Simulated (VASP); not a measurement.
A run of VASP 6.6.1 is set up as follows.

The input INCAR:

```
SYSTEM = Sb
  PREC = Accurate
  ENCUT = 500
  EDIFF = 1E-6
  ISMEAR = 0
  SIGMA = 0.1
  LREAL = .FALSE.
  LASPH = .TRUE.
  NELM = 120
  ALGO = Normal
  ISIF = 2
  LWAVE = .FALSE.
  LCHARG = .FALSE.
  GGA = PS
  IVDW = 13
  NBANDS = 8
  GGA_COMPAT = .FALSE.
```

Contents of KPOINTS:

```
Automatic mesh
0
G
  16 16 16
  0 0 0
```

File POSCAR:

```
Sb
1.0
    0.0000000000      2.3340534229      2.3340534229
    2.3340534229      0.0000000000      2.3340534229
    2.3340534229      2.3340534229      0.0000000000
Sb
1
Direct
    0.0000000000      0.0000000000      0.0000000000
```

Potentials or basis: VASP PAW PBE potentials, release 64 (Sb).

Run with:

```bash
$ cat potpaw_PBE.64/Sb/POTCAR > POTCAR
$ mpirun -np 1 vasp_std > vasp.out
```

(1) Predict the dispersion energy per atom.

(2) What does it give for the band gap on the k mesh?

(3) Estimate the pressure.

## Answers

(1) -0.345 eV.

(2) zero (an odd number of electrons rules out a gap without spin polarisation).

(3) -0.1 GPa.

Caveat: the PAW data sets were made with another functional, which shifts forces and pressure a little; spin-orbit coupling is left out, which moves the levels of the heavy elements.
